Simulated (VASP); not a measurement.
# Co (P6_3/mmc) in VASP: single point with revPBE+D3(BJ)

Aim: the single point of Co with revPBE+D3(BJ).

Everything below comes from runs of VASP 6.6.1. Logs are shortened: lines on timing, memory, paths and dates and some standing lists are left out, and cuts for length are marked.

## 1. The cell of the first run

The structure is hexagonal, space group P6_3/mmc (No. 194). Conventional cell: a = 2.460 Å, b = 2.460 Å, c = 3.970 Å, α = 90.00°, β = 90.00°, γ = 120.00°. Co (site symmetry -6m2) has 12 Co at 2.44 to 2.46 Å within 3.2 Å.

## 2. Single point, revPBE+D3(BJ), collinear spin, ferromagnetic start

File INCAR:

```
  PREC = Accurate
  ENCUT = 600
  EDIFF = 1E-6
  ISMEAR = 0
  SIGMA = 0.1
  LREAL = False
  LASPH = True
  NELM = 200
  ALGO = Normal
  ISIF = 2
  LWAVE = False
  LCHARG = False
  ISPIN = 2
  MAGMOM = 1.8 1.8
  LORBIT = 11
  LMAXMIX = 4
  GGA = RE
  IVDW = 12
  NBANDS = 20
  GGA_COMPAT = False
```

File KPOINTS:

```
regular mesh
0
Gamma
  9 9 4
```

File POSCAR:

```
Co
1.0
    2.4600000000      0.0000000000      0.0000000000
   -1.2300000000      2.1304225000      0.0000000000
    0.0000000000      0.0000000000      3.9700000000
Co
2
Direct
    0.3333333000      0.6666667000      0.2500000000
    0.6666667000      0.3333333000      0.7500000000
```

Potentials or basis: VASP PAW PBE potentials, release 64 (Co).

Command:

```console
$ cat potpaw_PBE.64/Co/POTCAR > POTCAR
$ mpirun -np 1 vasp_std > vasp.out
```

OUTCAR:

```text
PREC = Accurate
   ENCUT = 600
   EDIFF = 1E-6
   ISMEAR = 0
   LREAL = False
   LASPH = True
   NELM = 200
   ISIF = 2
   ISPIN = 2
   LORBIT = 11
   GGA = RE
   IVDW = 12
 IVDW          = 12

 ion  position               nearest neighbor table
   1  0.333  0.667  0.250-   2 2.44   2 2.44   2 2.44   2 2.44   2 2.44   2 2.44
   2  0.667  0.333  0.750-   1 2.44   1 2.44   1 2.44   1 2.44   1 2.44   1 2.44

  LATTYP: Found a hexagonal cell.
 ALAT       =     2.4600000000
 C/A-ratio  =     1.6138211382

  Lattice vectors:

 A1 = (   2.4600000000,   0.0000000000,   0.0000000000)
 A2 = (  -1.2300000000,   2.1304225000,   0.0000000000)
 A3 = (   0.0000000000,   0.0000000000,   3.9700000000)

Analysis of symmetry for initial positions (statically):
=====================================================================
 Subroutine PRICEL returns:
 Original cell was already a primitive cell.

 Routine SETGRP: Setting up the symmetry group for a
 hexagonal supercell.

 Subroutine GETGRP returns: Found 24 space group operations
 (whereof 12 operations were pure point group operations)
 out of a pool of 24 trial point group operations.

The static configuration has the point symmetry D_3d.
 The point group associated with its full space group is D_6h.

Analysis of symmetry for dynamics (positions and initial velocities):
=====================================================================
 Subroutine PRICEL returns:
 Original cell was already a primitive cell.

 Routine SETGRP: Setting up the symmetry group for a
 hexagonal supercell.

 Subroutine GETGRP returns: Found 24 space group operations
 (whereof 12 operations were pure point group operations)
 out of a pool of 24 trial point group operations.

The dynamic configuration has the point symmetry D_3d.
 The point group associated with its full space group is D_6h.

Analysis of structural, dynamic, and magnetic symmetry:
=====================================================================
 Subroutine PRICEL returns:
 Original cell was already a primitive cell.

 Routine SETGRP: Setting up the symmetry group for a
 hexagonal supercell.

 Subroutine GETGRP returns: Found 24 space group operations
 (whereof 12 operations were pure point group operations)
 out of a pool of 24 trial point group operations.

The overall configuration has the point symmetry D_3d.
 The point group associated with its full space group is D_6h.

 Subroutine INISYM returns: Found 24 space group operations
[... 118 lines left out ...]
  volume/ion in A,a.u.               =      10.40        70.20
  Fermi-wavevector in a.u.,A,eV,Ry     =   1.559918  2.947818 33.107674  2.433345
  Thomas-Fermi vector in A             =   2.663206
   LORBIT       =     11    0 simple, 1 ext, 2 COOP (PROOUT), +10 PAW based schemes
   GGA     = RE    functional components
   LHFCALC =     F    Hartree Fock is set to
   AEXX    =    0.0000 exact exchange contribution
   IVDW    =    12    specifies the selected vdW correction
   LEPSILON=     F    determine dielectric tensor
   LRPA    =     F    only Hartree local field effects (RPA)
 spin polarized calculation
 Gauss-broadening in eV      SIGMA  =   0.10
  energy-cutoff  :      600.00
  volume of cell :       20.81
 maximum number of plane-waves:       706
 NGX is ok and might be reduce to    20
   NGX =  9   NGY =  9   NGZ = 15

 number of electron      18.0000000 magnetization       3.0324386

 Free energy of the ion-electron system (eV)
  ---------------------------------------------------
  ext. energy  EPLUGINS =         0.00000000
  ---------------------------------------------------
  free energy    TOTEN  =       -13.18901281 eV

  energy without entropy =      -13.17945113  energy(sigma->0) =      -13.18423197

 E-fermi :  10.9871     XC(G=0): -13.5731

 val. band max:       10.9709573295   @ k =   0.2222   0.1111   0.5000
 cond. band min:      11.0146303679   @ k =   0.4444   0.0000   0.5000
 fundamental gap:      0.0436730385
 Fermi energy:        10.9871022612

 spin component 1

 k-point     1 :       0.0000    0.0000    0.0000
  band No.  band energies     occupation
      1       1.8306      1.00000
      2       5.6625      1.00000
      3       8.3282      1.00000
      4       8.3453      1.00000
      5       8.3453      1.00000
      6       8.6826      1.00000
[... 541 lines left out ...]
     19      30.9982      0.00000
     20      41.4889      0.00000

 [... further k-points ...]

 spin component 2

 k-point     1 :       0.0000    0.0000    0.0000
  band No.  band energies     occupation
      1       1.7865      1.00000
      2       6.5503      1.00000
      3       9.9016      1.00000
      4       9.9083      1.00000
      5       9.9083      1.00000
      6      10.3001      1.00000
[... 541 lines left out ...]
     19      31.2733      0.00000
     20      41.4446      0.00000

 [... further k-points ...]

------------------------ aborting loop because EDIFF is reached ----------------------------------------

 Edisp (eV)   -1.67305

 E8    (eV) :    -1.1761

  FORCE on cell =-STRESS in cart. coord.  units (eV):
  Direction    XX          YY          ZZ          XY          YZ          ZX
  --------------------------------------------------------------------------------------
  -------------------------------------------------------------------------------------
  Total      -0.17642    -0.17642    -0.03840     0.00000     0.00000     0.00000
  in kB     -13.58519   -13.58519    -2.95736     0.00000     0.00000     0.00000
  external pressure =      -10.04 kB  Pullay stress =        0.00 kB

 VOLUME and BASIS-vectors are now :
 -----------------------------------------------------------------------------
  energy-cutoff  :      600.00
  volume of cell :       20.81
      direct lattice vectors                 reciprocal lattice vectors
     2.460000000  0.000000000  0.000000000     0.406504065  0.234695231  0.000000000
    -1.230000000  2.130422500  0.000000000     0.000000000  0.469390461  0.000000000
     0.000000000  0.000000000  3.970000000     0.000000000  0.000000000  0.251889169

 POSITION                                       TOTAL-FORCE (eV/Angst)
 -----------------------------------------------------------------------------------
     -0.00000      1.42028      0.99250         0.000000     -0.000000      0.000000
      1.23000      0.71014      2.97750        -0.000000      0.000000      0.000000
 -----------------------------------------------------------------------------------
    total drift:                                0.000001      0.000002     -0.000003

  FREE ENERGIE OF THE ION-ELECTRON SYSTEM (eV)
  ---------------------------------------------------
  free  energy   TOTEN  =       -14.8620640700 eV

  energy  without entropy=      -14.8525023833  energy(sigma->0) =      -14.85728323

 total charge

# of ion       s       p       d       tot
------------------------------------------
    1        0.506   0.555   7.299   8.361
    2        0.506   0.555   7.299   8.361
--------------------------------------------------
tot          1.013   1.111  14.599  16.722

 magnetization (x)

# of ion       s       p       d       tot
------------------------------------------
    1       -0.018  -0.057   1.605   1.531
    2       -0.018  -0.057   1.605   1.531
--------------------------------------------------
tot         -0.035  -0.114   3.211   3.061
```

It took 26 s on 1 thread of Intel Xeon 6975P-C, shared host; peak memory 0.17 GiB.

Results:

```yaml
Free_energy: -14.8621 eV
Pressure: -1.0 GPa
Net_moment: 3.03 μB per cell
Site_moments: Co +1.53 μB
Valence_electrons_inside_the_program's_atomic_spheres: Co 8.36
Dispersion_energy_per_atom: -0.837 eV
```

Stress tensor (GPa, compression positive):
```
-1.36  0.00  0.00
 0.00 -1.36  0.00
 0.00  0.00 -0.30
```

Levels at points of the mesh, in eV from the Fermi level:
Spin up:
```tsv
k point	band 8	band 9	band 10	band 11	band 12	band 13
(0.00, 0.00, 0.00)	-1.95	-1.95	-0.77	-0.77	-0.08	6.78
(0.00, 0.00, 0.50)	-2.72	-1.10	-1.10	-1.10	-1.10	15.57
```
Spin down:
```
           k point  band 4  band 5  band 6  band 7  band 8  band 9  band 10  band 11  band 12  band 13
(0.00, 0.00, 0.00)   -1.08   -1.08   -0.69   -0.69   -0.25   -0.25    -0.18     1.05     1.05     7.74
(0.00, 0.00, 0.50)   -1.67   -1.15   -1.15   -1.15   -1.15    0.69     0.69     0.69     0.69    15.92
```

Caveat: the k points lie up to 0.40 Å⁻¹ apart; the PAW data sets were made with another functional, which shifts forces and pressure a little; pairwise dispersion overbinds metals, which lowers pressure and volume.
